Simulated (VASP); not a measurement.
# InP: single point with PBE

InP:

```
CELL_PARAMETERS angstrom
0.00000 2.80753 2.69691
2.80753 0.00000 2.69691
2.80753 2.80753 0.00000
ATOMIC_POSITIONS crystal
In 0.00000 0.00000 0.00000
P 0.50000 0.50000 0.50000
```

This cell differs from its parent crystal: volume 21.258 Å^3 an atom, c/a of the conventional cell 0.9606.

```yaml
Program: VASP 6.6.1
Task: single point
Functional: PBE
Potentials_or_basis: VASP PAW PBE potentials, release 64 (In_d, P)
Cutoff: 520 eV
k_mesh: 20 × 20 × 20
Occupations: gaussian, width 0.15 eV
Spin: no spin polarisation
Dipole_correction: no
Further_INCAR_settings: ALGO = Normal; EDIFF = 1e-07; NBANDS = 16
```

```json
{
 "Pressure": "0.2 GPa",
 "Band gap on the k mesh": "zero (band 9 reaches 7.33 eV, above the bottom of band 10 at 4.58 eV)"
}
```

Stress tensor (GPa, compression positive):
```
-1.36  0.00  0.00
 0.00 -1.36  0.00
 0.00  0.00  3.28
```

Levels at points of the mesh, in eV from the Fermi level:
```csv
k point,band 7,band 8,band 9,band 10,band 11,band 12
"(0.00, 0.00, 0.00)",-0.55,-0.17,-0.17,0.52,7.01,7.01
"(0.50, 0.00, 0.00)",-6.64,0.04,0.21,2.42,3.23,3.64
"(0.50, 0.50, 0.00)",-4.95,-2.76,-2.45,-2.45,3.72,9.71
"(0.50, 0.00, 0.50)",-4.95,-2.52,-2.37,-2.05,3.91,9.32
```

Run time: 5.4 min on 1 thread of Intel(R) Xeon(R) Platinum 8488C (Sapphire Rapids), on a shared host, peak memory 0.52 GiB.

Caveat: spin-orbit coupling is left out, which moves the levels of the heavy elements.
